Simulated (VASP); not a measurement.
A run of VASP 6.6.1 is set up as follows.

INCAR

```
SYSTEM = Ti
ALGO     = Normal         ! electronic algorithm
EDIFF    = 1E-7           ! SCF threshold, eV
ENCUT    = 520            ! plane-wave cutoff, eV
GGA      = PE             ! functional
ISIF     = 2              ! what is computed and relaxed
ISMEAR   = 0              ! smearing method
LASPH    = .True.         ! aspherical terms in the spheres
LCHARG   = .False.        ! write CHGCAR
LREAL    = .False.        ! projectors in reciprocal space
LWAVE    = .False.        ! write WAVECAR
NBANDS   = 12             ! bands
NELM     = 60             ! most SCF steps
PREC     = Accurate       ! precision mode
SIGMA    = 0.15           ! smearing width, eV
```

Contents of KPOINTS:

```
k-points
0
Gamma
  22 22 22
  0 0 0
```

Contents of POSCAR:

```
Ti
1.0
   -1.6751874744      1.6751874744      1.6751874744
    1.6751874744     -1.6751874744      1.6751874744
    1.6751874744      1.6751874744     -1.6751874744
Ti
1
Direct
    0.0000000000      0.0000000000      0.0000000000
```

Potentials or basis: VASP PAW PBE potentials, release 64 (Ti_sv).

The run is started by

```console
$ cat potpaw_PBE.64/Ti_sv/POTCAR > POTCAR
$ mpirun -np 1 vasp_std > vasp.out
```

(1) What does it give for the pressure?

(2) What does it give for the band gap on the k mesh?

Results:

(1) -8.0 GPa.

(2) zero (bands 6 and 7 overlap by 1.49 eV).

Caveat: the cell stands under tension.
